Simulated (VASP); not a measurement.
# GaC3 (Pm-3m) in VASP: notebook

The runs below take GaC3 through single point, with PBE.

Program: VASP 6.6.1. These are calculated values, not measurements. Logs are shortened: lines on timing, memory, paths and dates and some standing lists are left out, and cuts for length are marked.

## 1. The cell of the first run

The structure is cubic, space group Pm-3m (No. 221). The conventional cell has a = 3.279 Å, b = 3.279 Å, c = 3.279 Å, α = 90.00°, β = 90.00°, γ = 90.00°. Ga (site symmetry m-3m) has 12 C at 2.32 Å within 3.1 Å. C (site symmetry 4/mmm) has 4 Ga at 2.32 Å and 8 C at 2.32 Å within 3.1 Å.

## 2. Single point, PBE

INCAR reads:

```
PREC     = Accurate       # precision mode
ENCUT    = 520            # plane-wave cutoff, eV
EDIFF    = 1E-7           # SCF threshold, eV
ISMEAR   = 1              # smearing method
SIGMA    = 0.1            # smearing width, eV
LREAL    = False          # projectors in reciprocal space
LASPH    = True           # aspherical terms in the spheres
NELM     = 60             # most SCF steps
ALGO     = Normal         # electronic algorithm
ISIF     = 2              # what is computed and relaxed
LWAVE    = False          # write WAVECAR
LCHARG   = False          # write CHGCAR
GGA      = PE             # functional
NBANDS   = 20             # bands
```

KPOINTS reads:

```
regular mesh
0
Gamma
  7 7 7
```

POSCAR reads:

```
GaC3
1.0
    3.2791483830      0.0000000000      0.0000000000
    0.0000000000      3.2791483830      0.0000000000
    0.0000000000      0.0000000000      3.2791483830
Ga C
1 3
Direct
    0.0000000000      0.0000000000      0.0000000000
    0.0000000000      0.5000000000      0.5000000000
    0.5000000000      0.0000000000      0.5000000000
    0.5000000000      0.5000000000      0.0000000000
```

Potentials or basis: VASP PAW PBE potentials, release 64 (Ga_d, C).

The run is started by

```sh
$ cat potpaw_PBE.64/Ga_d/POTCAR potpaw_PBE.64/C/POTCAR > POTCAR
$ mpirun -np 1 vasp_std > vasp.out
```

OUTCAR:

```text
PREC = Accurate
   ENCUT = 520
   EDIFF = 1E-7
   ISMEAR = 1
   LREAL = False
   LASPH = True
   NELM = 60
   ISIF = 2
   GGA = PE

 ion  position               nearest neighbor table
   1  0.000  0.000  0.000-   2 2.32   3 2.32   4 2.32   2 2.32   3 2.32   2 2.32   4 2.32   2 2.32
                             3 2.32   4 2.32   3 2.32   4 2.32
   2  0.000  0.500  0.500-   1 2.32   1 2.32   1 2.32   1 2.32
   3  0.500  0.000  0.500-   1 2.32   1 2.32   1 2.32   1 2.32
   4  0.500  0.500  0.000-   1 2.32   1 2.32   1 2.32   1 2.32

  LATTYP: Found a simple cubic cell.
 ALAT       =     3.2791483830

  Lattice vectors:

 A1 = (   3.2791483830,   0.0000000000,   0.0000000000)
 A2 = (   0.0000000000,   3.2791483830,   0.0000000000)
 A3 = (   0.0000000000,   0.0000000000,   3.2791483830)

Analysis of symmetry for initial positions (statically):
=====================================================================
 Subroutine PRICEL returns:
 Original cell was already a primitive cell.

 Routine SETGRP: Setting up the symmetry group for a
 simple cubic supercell.

 Subroutine GETGRP returns: Found 48 space group operations
[... 9 lines left out ...]

 Routine SETGRP: Setting up the symmetry group for a
 simple cubic supercell.

 Subroutine GETGRP returns: Found 48 space group operations
[... 11 lines left out ...]
                                     Primitive cell

  volume of cell :      35.2601

  direct lattice vectors                    reciprocal lattice vectors
     3.279148383  0.000000000  0.000000000     0.304957228  0.000000000  0.000000000
     0.000000000  3.279148383  0.000000000     0.000000000  0.304957228  0.000000000
     0.000000000  0.000000000  3.279148383     0.000000000  0.000000000  0.304957228

  length of vectors
     3.279148383  3.279148383  3.279148383     0.304957228  0.304957228  0.304957228

  position of ions in fractional coordinates (direct lattice)
     0.000000000  0.000000000  0.000000000
     0.000000000  0.500000000  0.500000000
     0.500000000  0.000000000  0.500000000
     0.500000000  0.500000000  0.000000000

  ion indices of the primitive-cell ions
   primitive index   ion index
                 1           1
                 2           2
                 3           3
                 4           4

----------------------------------------------------------------------------------------

 KPOINTS: regular mesh

Automatic generation of k-mesh.
 Grid dimensions read from file:
 generate k-points for:    7    7    7

 Generating k-lattice:

  Cartesian coordinates                     Fractional coordinates (reciprocal lattice)
     0.043565318  0.000000000  0.000000000     0.142857143  0.000000000  0.000000000
     0.000000000  0.043565318  0.000000000     0.000000000  0.142857143  0.000000000
     0.000000000  0.000000000  0.043565318     0.000000000  0.000000000  0.142857143

  Length of vectors
     0.043565318  0.043565318  0.043565318

  Shift w.r.t. Gamma in fractional coordinates (k-lattice)
     0.000000000  0.000000000  0.000000000

 Subroutine IBZKPT returns following result:
 ===========================================

 Found     20 irreducible k-points:

 Following reciprocal coordinates:
            Coordinates               Weight
  0.000000  0.000000  0.000000      1.000000
  0.142857  0.000000  0.000000      6.000000
  0.285714  0.000000  0.000000      6.000000
  0.428571  0.000000  0.000000      6.000000
  0.142857  0.142857  0.000000     12.000000
  0.285714  0.142857  0.000000     24.000000
[... 12 lines left out ...]
  0.428571  0.428571  0.285714     24.000000
  0.428571  0.428571  0.428571      8.000000
   k-points           NKPTS =     20   k-points in BZ     NKDIM =     20   number of bands    NBANDS=     20
   number of dos      NEDOS =    301   number of ions     NIONS =      4
   total plane-waves  NPLWV =  13824
   dimension x,y,z NGX =    24 NGY =   24 NGZ =   24
   dimension x,y,z NGXF=    48 NGYF=   48 NGZF=   48
   ions per type =               1   3
   NGX,Y,Z   is equivalent  to a cutoff of  12.17, 12.17, 12.17 a.u.
   NGXF,Y,Z  is equivalent  to a cutoff of  24.33, 24.33, 24.33 a.u.
 SYSTEM =  unknown system
   PREC   = accura    normal or accurate (medium, high low for compatibility)
   ISTART =      0    job   : 0-new  1-cont  2-samecut
   ICHARG =      2    charge: 1-file 2-atom 10-const
   ISPIN  =      1    spin polarized calculation?
   LNONCOLLINEAR =      F non collinear calculations
   LSORBIT =      F    spin-orbit coupling
   LASPH  =      T    aspherical Exc in radial PAW
   ENCUT  =  520.0 eV  38.22 Ry    6.18 a.u.   6.10  6.10  6.10*2*pi/ulx,y,z
   NELM   =     60;   NELMIN=  2; NELMDL= -5     # of ELM steps
   EDIFF  = 0.1E-06   stopping-criterion for ELM
   LREAL  =      F    real-space projection
   EDIFFG = 0.1E-05   stopping-criterion for IOM
   NSW    =      0    number of steps for IOM
   IBRION =     -1    ionic relax: 0-MD 1-quasi-New 2-CG
   NFREE  =      0    steps in history (QN), initial steepest desc. (CG)
   ISIF   =      2    stress and relaxation
   ISYM   =      2    0-nonsym 1-usesym 2-fastsym
   POTIM  = 0.5000    time-step for ionic-motion
   TEBEG  =    0.0;   TEEND  =   0.0 temperature during run
   PSTRESS=    0.0 pullay stress
   NELECT =      25.0000    total number of electrons
   NUPDOWN=      -1.0000    fix difference up-down
   EMIN   =  10.00;   EMAX   =-10.00  energy-range for DOS
   EFERMI =   0.00;   METHOD = LEGACY
   ISMEAR =     1;   SIGMA  =   0.10  broadening in eV -4-tet -1-fermi 0-gaus
   EFERMI_NEDOS =   21; number of points for ismear=-14 and -15
   IALGO  =     38    algorithm
   IMIX   =      4    mixing-type and parameters
     AMIX     =   0.40;   BMIX     =  1.00
     AMIX_MAG =   1.60;   BMIX_MAG =  1.00
  volume/ion in A,a.u.               =       8.82        59.49
  Fermi-wavevector in a.u.,A,eV,Ry     =   1.459801  2.758625 28.994288  2.131020
  Thomas-Fermi vector in A             =   2.576326
   LORBIT       =      0    0 simple, 1 ext, 2 COOP (PROOUT), +10 PAW based schemes
   GGA     = PE    functional components
   LHFCALC =     F    Hartree Fock is set to
   AEXX    =    0.0000 exact exchange contribution
   IVDW    =     0    specifies the selected vdW correction
   LEPSILON=     F    determine dielectric tensor
   LRPA    =     F    only Hartree local field effects (RPA)
 non-spin polarized calculation
 Methfessel and Paxton  Order N= 1 SIGMA  =   0.10
  energy-cutoff  :      520.00
  volume of cell :       35.26
 maximum number of plane-waves:       969
   NGX = 13   NGY = 13   NGZ = 13

 number of electron      25.0000024 magnetization

 Free energy of the ion-electron system (eV)
  ---------------------------------------------------
  ext. energy  EPLUGINS =         0.00000000
  ---------------------------------------------------
  free energy    TOTEN  =       -17.63624696 eV

  energy without entropy =      -17.63515823  energy(sigma->0) =      -17.63588405

 E-fermi :   7.8883     XC(G=0): -12.7185

 val. band max:        7.7891938411   @ k =   0.2857   0.0000   0.0000
 cond. band min:       7.9058641809   @ k =   0.2857   0.1429   0.0000
 fundamental gap:      0.1166703398
 Fermi energy:         7.8883085048

 k-point     1 :       0.0000    0.0000    0.0000
  band No.  band energies     occupation
      1      -9.1229      2.00000
      2      -7.2285      2.00000
      3      -7.2285      2.00000
      4      -6.9969      2.00000
      5      -6.9969      2.00000
      6      -6.9969      2.00000
[... 12 lines left out ...]
     19      20.1089      0.00000
     20      20.1089      0.00000

 k-point     2 :       0.1429    0.0000    0.0000
  band No.  band energies     occupation
      1      -8.8764      2.00000
      2      -7.2192      2.00000
      3      -7.2085      2.00000
      4      -7.0189      2.00000
      5      -7.0189      2.00000
      6      -6.9959      2.00000
[... 12 lines left out ...]
     19      19.4627      0.00000
     20      20.4706      0.00000

 k-point     3 :       0.2857    0.0000    0.0000
  band No.  band energies     occupation
      1      -8.1601      2.00000
      2      -7.1984      2.00000
      3      -7.1490      2.00000
      4      -7.0672      2.00000
      5      -7.0672      2.00000
      6      -6.9935      2.00000
[... 12 lines left out ...]
     19      18.1351      0.00000
     20      19.1655      0.00000

 k-point     4 :       0.4286    0.0000    0.0000
  band No.  band energies     occupation
      1      -7.3441      2.00000
      2      -7.1816      2.00000
      3      -7.1050      2.00000
      4      -7.1050      2.00000
      5      -6.9916      2.00000
      6      -6.7896      2.00000
[... 12 lines left out ...]
     19      16.4609      0.00000
     20      18.3111      0.00000

 k-point     5 :       0.1429    0.1429    0.0000
  band No.  band energies     occupation
      1      -8.6343      2.00000
      2      -7.2062      2.00000
      3      -7.1922      2.00000
      4      -7.0373      2.00000
      5      -7.0203      2.00000
      6      -7.0143      2.00000
[... 12 lines left out ...]
     19      19.0056      0.00000
     20      19.5665      0.00000

 k-point     6 :       0.2857    0.1429    0.0000
  band No.  band energies     occupation
      1      -7.9484      2.00000
      2      -7.1884      2.00000
      3      -7.1501      2.00000
      4      -7.0647      2.00000
      5      -7.0354      2.00000
      6      -7.0134      2.00000
[... 12 lines left out ...]
     19      17.5325      0.00000
     20      18.2137      0.00000

 k-point     7 :       0.4286    0.1429    0.0000
  band No.  band energies     occupation
      1      -7.3095      2.00000
      2      -7.1972      2.00000
      3      -7.1530      2.00000
      4      -7.1014      2.00000
      5      -7.0108      2.00000
      6      -6.4924      2.00000
[... 12 lines left out ...]
     19      16.5904      0.00000
     20      17.2671      0.00000
[... 185 lines left out ...]
 k-point    16 :       0.4286    0.4286    0.1429
  band No.  band energies     occupation
      1      -7.4371      2.00000
      2      -7.1484      2.00000
      3      -7.1407      2.00000
      4      -7.1028      2.00000
      5      -6.9523      2.00000
      6      -4.3866      2.00000
[... 12 lines left out ...]
     19      16.7851      0.00000
     20      19.4071      0.00000

 k-point    17 :       0.2857    0.2857    0.2857
  band No.  band energies     occupation
      1      -7.3740      2.00000
      2      -7.1852      2.00000
      3      -7.1852      2.00000
      4      -7.0475      2.00000
      5      -7.0475      2.00000
      6      -5.9213      2.00000
[... 12 lines left out ...]
     19      16.2603      0.00000
     20      20.4411      0.00000

 k-point    18 :       0.4286    0.2857    0.2857
  band No.  band energies     occupation
      1      -7.3583      2.00000
      2      -7.2399      2.00000
      3      -7.1941      2.00000
      4      -7.0396      2.00000
      5      -6.9939      2.00000
      6      -4.7838      2.00000
[... 12 lines left out ...]
     19      18.0993      0.00000
     20      19.8554      0.00000

 k-point    19 :       0.4286    0.4286    0.2857
  band No.  band energies     occupation
      1      -7.3824      2.00000
      2      -7.2545      2.00000
      3      -7.2471      2.00000
      4      -7.0121      2.00000
      5      -6.9447      2.00000
      6      -3.6468      2.00000
[... 12 lines left out ...]
     19      19.4661      0.00000
     20      20.8117      0.00000

 k-point    20 :       0.4286    0.4286    0.4286
  band No.  band energies     occupation
      1      -7.3469      2.00000
      2      -7.3214      2.00000
      3      -7.3214      2.00000
      4      -6.9397      2.00000
      5      -6.9397      2.00000
      6      -2.5301      2.00000
[... 12 lines left out ...]
     19      21.0872      0.00000
     20      21.7096      0.00000

------------------------ aborting loop because EDIFF is reached ----------------------------------------

  FORCE on cell =-STRESS in cart. coord.  units (eV):
  Direction    XX          YY          ZZ          XY          YZ          ZX
  --------------------------------------------------------------------------------------
  -------------------------------------------------------------------------------------
  Total        1.8440819      1.8440819      1.8440819      0.0000000      0.0000000      0.0000000
  in kB       83.7929714     83.7929714     83.7929714      0.0000000      0.0000000      0.0000000
  external PRESSURE =      83.7929714 kB  Pullay stress =       0.0000000 kB

 VOLUME and BASIS-vectors are now :
 -----------------------------------------------------------------------------
  energy-cutoff  :      520.00
  volume of cell :       35.26
      direct lattice vectors                 reciprocal lattice vectors
     3.279148383  0.000000000  0.000000000     0.304957228  0.000000000  0.000000000
     0.000000000  3.279148383  0.000000000     0.000000000  0.304957228  0.000000000
     0.000000000  0.000000000  3.279148383     0.000000000  0.000000000  0.304957228

 POSITION                                       TOTAL-FORCE (eV/Angst)
 -----------------------------------------------------------------------------------
      0.00000      0.00000      0.00000         0.000000      0.000000      0.000000
      0.00000      1.63957      1.63957         0.000000      0.000000      0.000000
      1.63957      0.00000      1.63957         0.000000      0.000000      0.000000
      1.63957      1.63957      0.00000         0.000000      0.000000      0.000000
 -----------------------------------------------------------------------------------
    total drift:                               -0.000000     -0.000000     -0.000000

  FREE ENERGIE OF THE ION-ELECTRON SYSTEM (eV)
  ---------------------------------------------------
  free  energy   TOTEN  =       -17.6362469639 eV

  energy  without entropy=      -17.6351582340  energy(sigma->0) =      -17.63588405
```

It took 13 s on 1 thread of AMD EPYC 7R13, shared host; peak memory 0.11 GiB.

Results:

```
Free energy : -17.6362 eV
Pressure    : 8.4 GPa
```

## 3. Single point, PBE

This run uses another cell than the first one, of 9.12 Å³/atom, 1.035 times its volume.

INCAR reads:

```
SYSTEM = GaC3
PREC = Accurate
ENCUT = 520
EDIFF = 1E-6
ISMEAR = 1
SIGMA = 0.1
LREAL = .False.
LASPH = .True.
NELM = 60
ALGO = Normal
ISIF = 2
LWAVE = .False.
LCHARG = .False.
GGA = PE
NBANDS = 20
```

KPOINTS reads:

```
Automatic mesh
0
Gamma
  7 7 7
  0 0 0
```

POSCAR reads:

```
GaC3
1.0
    3.3171365546      0.0000000000      0.0000000000
    0.0000000000      3.3171365546      0.0000000000
    0.0000000000      0.0000000000      3.3171365546
Ga C
1 3
Direct
    0.0000000000      0.0000000000      0.0000000000
    0.0000000000      0.5000000000      0.5000000000
    0.5000000000      0.0000000000      0.5000000000
    0.5000000000      0.5000000000      0.0000000000
```

Potentials or basis: VASP PAW PBE potentials, release 64 (Ga_d, C).

The run is started by

```sh
$ cat potpaw_PBE.64/Ga_d/POTCAR potpaw_PBE.64/C/POTCAR > POTCAR
$ mpirun -np 1 vasp_std > vasp.out
```

Wall time 17 s (1 thread of AMD EPYC 7R13, shared host); peak memory 0.13 GiB.

Results (log left out):

| Property | Result |
| --- | --- |
| Free energy | -17.6777 eV |
| Pressure | 2.3 GPa |

Levels at points of the mesh, in eV from the Fermi level:
| k point | band 10 | band 11 | band 12 | band 13 | band 14 | band 15 |
| --- | --- | --- | --- | --- | --- | --- |
| (0.00, 0.00, 0.00) | -5.40 | -5.40 | 0.01 | 1.27 | 1.27 | 1.27 |

## 4. Single point, PBE

This run uses another cell than the first one, of 9.01 Å³/atom, 1.022 times its volume.

INCAR reads:

```
SYSTEM = GaC3
ALGO = Normal
EDIFF = 1E-6
ENCUT = 520
GGA = PE
ISIF = 2
ISMEAR = 1
LASPH = .TRUE.
LCHARG = .FALSE.
LREAL = .FALSE.
LWAVE = .FALSE.
NBANDS = 20
NELM = 100
PREC = Accurate
SIGMA = 0.1
```

KPOINTS reads:

```
k-points
0
G
  7 7 7
  0 0 0
```

POSCAR reads:

```
GaC3
1.0
    3.3035510198      0.0000000000      0.0000000000
    0.0000000000      3.3035510198      0.0000000000
    0.0000000000      0.0000000000      3.3035510198
Ga C
1 3
Direct
    0.0000000000      0.0000000000      0.0000000000
    0.0000000000      0.5000000000      0.5000000000
    0.5000000000      0.0000000000      0.5000000000
    0.5000000000      0.5000000000      0.0000000000
```

The run is started by

```sh
$ cat potpaw_PBE.64/Ga_d/POTCAR potpaw_PBE.64/C/POTCAR > POTCAR
$ mpirun -np 1 vasp_std > vasp.out
```

Wall time 17 s (1 thread of AMD EPYC 7R13, shared host); peak memory 0.13 GiB.

Results (log left out):

- Free energy: -17.6680 eV
- Pressure: 4.3 GPa

Levels at points of the mesh, in eV from the Fermi level:
| k point | band 8 | band 9 | band 10 | band 11 | band 12 | band 13 | band 14 | band 15 | band 16 | band 17 |
| --- | --- | --- | --- | --- | --- | --- | --- | --- | --- | --- |
| (0.00, 0.00, 0.00) | -6.22 | -5.48 | -5.48 | -5.48 | 0.06 | 1.27 | 1.27 | 1.27 | 3.91 | 3.91 |

## 5. Single point, PBE

This run uses another cell than the first one, of 8.91 Å³/atom, 1.011 times its volume.

INCAR reads:

```
SYSTEM = GaC3
  PREC = Accurate
  ENCUT = 520
  EDIFF = 1E-6
  ISMEAR = 1
  SIGMA = 0.1
  LREAL = .FALSE.
  LASPH = .TRUE.
  NELM = 80
  ALGO = Normal
  ISIF = 2
  LWAVE = .FALSE.
  LCHARG = .TRUE.
  GGA = PE
  LELF = .TRUE.
  LVHAR = .TRUE.
  NBANDS = 20
```

KPOINTS reads:

```
Automatic mesh
0
G
  7 7 7
  0 0 0
```

POSCAR reads:

```
GaC3
1.0
    3.2910561846      0.0000000000      0.0000000000
    0.0000000000      3.2910561846      0.0000000000
    0.0000000000      0.0000000000      3.2910561846
Ga C
1 3
Direct
    0.0000000000      0.0000000000      0.0000000000
    0.0000000000      0.5000000000      0.5000000000
    0.5000000000      0.0000000000      0.5000000000
    0.5000000000      0.5000000000      0.0000000000
```

The run is started by

```sh
$ cat potpaw_PBE.64/Ga_d/POTCAR potpaw_PBE.64/C/POTCAR > POTCAR
$ mpirun -np 1 vasp_std > vasp.out
```

Run time: 13 s. Hardware: 1 thread of AMD EPYC 7R13, shared host; peak memory 0.11 GiB.

Results (log left out):

```
Free energy : -17.6542 eV
Pressure    : 6.3 GPa
```

Levels at points of the mesh, in eV from the Fermi level:
```csv
k point,band 9,band 10,band 11,band 12,band 13,band 14,band 15,band 16
"(0.00, 0.00, 0.00)",-5.55,-5.55,-5.55,0.11,1.28,1.28,1.28,3.95
```

[end of part 1 of 2]
